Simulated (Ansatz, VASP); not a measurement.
## One calculation of ZnCd2S3, two programs

INCAR

```
SYSTEM = ZnCd2S3
PREC = Accurate ; ENCUT = 520
EDIFF = 1E-7 ; ISMEAR = 0
SIGMA = 0.1 ; LREAL = .False.
LASPH = .True. ; NELM = 60
ALGO = Normal ; ISIF = 2
LWAVE = .False. ; LCHARG = .False.
GGA = PE ; NBANDS = 36
```

Contents of KPOINTS:

```
Automatic mesh
0
Gamma
  4 4 2
  0 0 0
```

File POSCAR:

```
ZnCd2S3
1.0
    4.1998298500      0.0000000000      0.0000000000
    0.0000000000      4.1998298500      0.0000000000
    0.0000000000      0.0000000000      8.3467985000
Zn Cd S
1 2 3
Direct
    0.0000000000      0.0000000000      0.8233832300
    0.0000000000      0.5000000000      0.3996686600
    0.5000000000      0.0000000000      0.3996686600
    0.0000000000      0.5000000000      0.9106324500
    0.5000000000      0.0000000000      0.9106324500
    0.0000000000      0.0000000000      0.4507419600
```

Input for Ansatz:

```yaml
crystal:
  lattice:
    - [4.19982985, 0.0, 0.0]
    - [0.0, 4.19982985, 0.0]
    - [0.0, 0.0, 8.3467985]
  atoms:
    - { symbol: Zn, position: [0.0, 0.0, 0.82338323] }
    - { symbol: Cd, position: [0.0, 0.5, 0.39966866] }
    - { symbol: Cd, position: [0.5, 0.0, 0.39966866] }
    - { symbol: S, position: [0.0, 0.5, 0.91063245] }
    - { symbol: S, position: [0.5, 0.0, 0.91063245] }
    - { symbol: S, position: [0.0, 0.0, 0.45074196] }
basis:
  ecutwfc: 420
kpoints:
  mp_grid: { grid: [4, 4, 2] }
hamiltonian:
  xc: pbe
scf:
  occupations: { method: gaussian, width: 0.1 }
  lower_state_search: "off"
output:
  forces: true
  stress: true
  eigenvalues: true
```

Alike in both runs: task single point; functional PBE; k mesh 4 × 4 × 2; occupations gaussian, width 0.1 eV; no spin polarisation.

|  | VASP | Ansatz |
| --- | --- | --- |
| version | VASP 6.6.1 | Ansatz 0.2.0 |
| potentials or method | VASP PAW PBE potentials, release 64 (Zn, Cd, S), cutoff 520 eV | scalar-relativistic, plane waves, PAW |
| valence electrons in the cell | 54 | 70 |

Ansatz gave:

| Quantity | Value |
| --- | --- |
| gap on the k mesh at the Fermi level (eV) | none |
| pressure (GPa) | 22.0 |
| traceless stress, the component that is largest in VASP (GPa) | -22.05 |
| rms of the force components (eV/Å) | 1.165 |

Task: Estimate VASP's values.

Result: gap on the k mesh at the Fermi level (eV): none; pressure (GPa): 22.8; traceless stress, the component that is largest in VASP (GPa): -22.70; rms of the force components (eV/Å): 1.215.

Atom by atom the forces differ by 0.050 eV/Å (rms over components). A gap of «none» marks a metal or a gap that the smearing closes. With one functional, cell and mesh, what is left measures potentials, basis and numerics. VASP's potentials hold 54 valence electrons a cell and Ansatz's 70, so a difference there can come from the potentials and not from the codes.

The k mesh is coarse, so the values compare programs but aren't converged.
